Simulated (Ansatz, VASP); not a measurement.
This is a calculation of KTaO3 for VASP 6.6.1.

The input INCAR:

```
SYSTEM = KTaO3
ALGO     = Normal         ! electronic algorithm
EDIFF    = 1E-6           ! SCF threshold, eV
ENCUT    = 520            ! plane-wave cutoff, eV
GGA      = PS             ! functional
ISIF     = 2              ! what is computed and relaxed
ISMEAR   = -1             ! smearing method
LASPH    = .True.         ! aspherical terms in the spheres
LCHARG   = .False.        ! write CHGCAR
LREAL    = .False.        ! projectors in reciprocal space
LWAVE    = .False.        ! write WAVECAR
NBANDS   = 27             ! bands
NELM     = 100            ! most SCF steps
PREC     = Accurate       ! precision mode
SIGMA    = 0.05           ! smearing width, eV
```

KPOINTS

```
k-points
0
Gamma
  7 7 7
  0 0 0
```

Contents of POSCAR:

```
KTaO3
1.0
    4.0665218197      0.0000000000      0.0000000000
    0.0000000000      4.0665218197      0.0000000000
    0.0000000000      0.0000000000      4.0665218197
Ta K O
1 1 3
Direct
    0.0000000000      0.0000000000      0.0000000000
    0.5000000000      0.5000000000      0.5000000000
    0.0000000000      0.0000000000      0.5000000000
    0.0000000000      0.5000000000      0.0000000000
    0.5000000000      0.0000000000      0.0000000000
```

Potentials or basis: VASP PAW PBE potentials, release 64 (Ta_pv, K_sv, O).

Launch:

```console
$ cat potpaw_PBE.64/Ta_pv/POTCAR potpaw_PBE.64/K_sv/POTCAR potpaw_PBE.64/O/POTCAR > POTCAR
$ mpirun -np 1 vasp_std > vasp.out
```

**Question.** Translate it to Ansatz 0.2.0. Potentials there: all-electron LAPW, scalar-relativistic.

**Answer.** As run (the cutoff follows the program's own potentials):

File input.yaml:

```yaml
crystal:
  lattice:
    - [4.0665218197, 0.0, 0.0]
    - [0.0, 4.0665218197, 0.0]
    - [0.0, 0.0, 4.0665218197]
  atoms:
    - { symbol: Ta, position: [0.0, 0.0, 0.0] }
    - { symbol: K, position: [0.5, 0.5, 0.5] }
    - { symbol: O, position: [0.0, 0.0, 0.5] }
    - { symbol: O, position: [0.0, 0.5, 0.0] }
    - { symbol: O, position: [0.5, 0.0, 0.0] }
kpoints:
  mp_grid: { grid: [7, 7, 7] }
scf:
  occupations: { method: fermi_dirac, width: 0.05 }
hamiltonian:
  xc: pbesol
  pseudopotentials: { kind: all_electron, lapw: { basis_error: 0.001 } }
output:
  forces: true
  stress: true
  eigenvalues: true
```

Potentials or basis: all-electron LAPW, scalar-relativistic.

Run with:

```console
$ ansatz run input.yaml --threads 4 --pin off --max-ram 12288MiB --backend cpu --events-out ev --progress --plain --runs-dir out
```

Both were run:

|  | VASP | Ansatz | Ansatz less VASP |
| --- | --- | --- | --- |
| gap on the k mesh at the Fermi level (eV) | 2.02 | 2.07 | +0.052 |
| least direct gap on the mesh (eV) | 2.60 | 2.64 | +0.040 |
| pressure (GPa) | -10.2 | -10.6 | -0.44 |

VASP's potentials were made for PBE, not for PBEsol. Ansatz ran all-electron here, and VASP with PAW potentials.

Spin-orbit coupling is off throughout.
